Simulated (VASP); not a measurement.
The system is NaH.

```
Na H
1.0
     2.44000    2.44000    0.00000
    -2.44000    2.44000    0.00000
     0.00000    2.44000    2.44000
Na H
1 1
Direct
  0.00000 0.00000 0.00000
  0.50000 0.50000 0.00000
```

| Item | Value |
| --- | --- |
| Program | VASP 6.6.1 |
| Task | relaxation of cell and atoms |
| Functional | r2SCAN |
| Potentials or basis | VASP PAW PBE potentials, release 64 (Na_pv, H) |
| Cutoff | 600 eV |
| k mesh | 12 × 12 × 12 |
| Occupations | fermi-dirac, width 0.08 eV |
| Spin | no spin polarisation |

At the start: pressure -1.3 GPa; volume 14.53 Å³/atom.

Q: How do energy, volume and symmetry change on relaxing?

A: Over 6 steps the energy falls by 4.2 meV/atom and the volume is 13.62 Å³/atom (-6.2 %); space group Fm-3m (No. 225, to 0.1 Å) before and after.

Step by step:
| step | energy change (eV) | largest force (eV/Å) | pressure (GPa) | volume (Å³) |
| --- | --- | --- | --- | --- |
| 1 | 0.0000 | 0.0000 | -1.31 | 29.05 |
| 2 | -0.0037 | 0.0000 | -0.93 | 28.56 |
| 3 | -0.0059 | 0.0000 | -0.64 | 28.15 |
| 4 | -0.0084 | 0.0000 | -0.13 | 27.35 |
| 5 | -0.0085 | 0.0000 | 0.09 | 27.17 |
| 6 | -0.0085 | 0.0000 | -0.02 | 27.24 |

Final structure:
```
Na H
1.0
     2.38825    2.38825    0.00000
    -2.38825    2.38825    0.00000
     0.00000    2.38825    2.38825
Na H
1 1
Cartesian
  0.0000 0.0000 0.0000
  0.0000 2.3882 0.0000
```

Caveat: the PAW data sets were made with another functional, which shifts forces and pressure a little.
